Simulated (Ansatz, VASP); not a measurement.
**Te3O2 in VASP and in Ansatz**

File INCAR:

```
SYSTEM = Te3O2
PREC     = Accurate       ! precision mode
ENCUT    = 600            ! plane-wave cutoff, eV
EDIFF    = 1E-6           ! SCF threshold, eV
ISMEAR   = 0              ! smearing method
SIGMA    = 0.1            ! smearing width, eV
LREAL    = .FALSE.        ! projectors in reciprocal space
LASPH    = .TRUE.         ! aspherical terms in the spheres
NELM     = 100            ! most SCF steps
ALGO     = Normal         ! electronic algorithm
ISIF     = 3              ! what is computed and relaxed
LWAVE    = .FALSE.        ! write WAVECAR
LCHARG   = .FALSE.        ! write CHGCAR
GGA      = PE             ! functional
IBRION   = 2              ! ionic algorithm
NSW      = 100            ! ionic steps
EDIFFG   = -0.01          ! ionic threshold
```

File KPOINTS:

```
Automatic mesh
0
G
  6 6 10
  0 0 0
```

File POSCAR:

```
Te3O2
1.0
    5.9751123073      0.0000000000      0.0000000000
   -2.9875561537      5.1745990486      0.0000000000
    0.0000000000      0.0000000000      3.8785523651
Te O
3 2
Direct
    0.5000000000      0.0000000000      0.5000000000
    0.0000000000      0.5000000000      0.5000000000
    0.5000000000      0.5000000000      0.5000000000
    0.0000000000      0.0000000000      0.1649866757
    0.0000000000      0.0000000000      0.8350133243
```

Input for Ansatz:

```yaml
crystal:
  lattice:
    - [5.9751123073, 0.0, 0.0]
    - [-2.9875561537, 5.1745990486, 0.0]
    - [0.0, 0.0, 3.8785523651]
  atoms:
    - { symbol: Te, position: [0.5, 0.0, 0.5] }
    - { symbol: Te, position: [0.0, 0.5, 0.5] }
    - { symbol: Te, position: [0.5, 0.5, 0.5] }
    - { symbol: O, position: [0.0, 0.0, 0.1649866757] }
    - { symbol: O, position: [0.0, 0.0, 0.8350133243] }
basis:
  ecutwfc: 420
kpoints:
  mp_grid: { grid: [6, 6, 10] }
hamiltonian:
  xc: pbe
scf:
  occupations: { method: gaussian, width: 0.1 }
output:
  forces: true
  stress: true
  eigenvalues: true
  write_density: true
  write_potential: true
  elf: true
  volumetric_format: npy
relax:
  adjacent_minimum: "off"
  f_tol: 0.01
  max_steps: 80
  cell: { stress_tol: 0.05 }
```

Alike in both runs: task relaxation of cell and atoms; functional PBE; k mesh 6 × 6 × 10; occupations gaussian, width 0.1 eV; no spin polarisation.

|  | VASP | Ansatz |
| --- | --- | --- |
| version | VASP 6.6.1 | Ansatz 0.2.0 |
| potentials or method | VASP PAW PBE potentials, release 64 (Te, O), cutoff 600 eV | scalar-relativistic, plane waves, PAW |
| valence electrons in the cell | 30 | 60 |

Ansatz gave:

* gap on the k mesh at the Fermi level, each at its own relaxed structure (eV): none
* relaxed volume (Å³/atom): 23.89
* relaxed cell length with the largest relative difference (Å): 3.733

Q: Estimate VASP's values.

A: gap on the k mesh at the Fermi level, each at its own relaxed structure (eV): none; relaxed volume (Å³/atom): 23.71; relaxed cell length with the largest relative difference (Å): 3.723.

A gap of «none» marks a metal or a gap that the smearing closes. VASP's potentials hold 30 valence electrons a cell and Ansatz's 60, so a difference there can come from the potentials and not from the codes.

Neither program's run includes spin-orbit coupling.
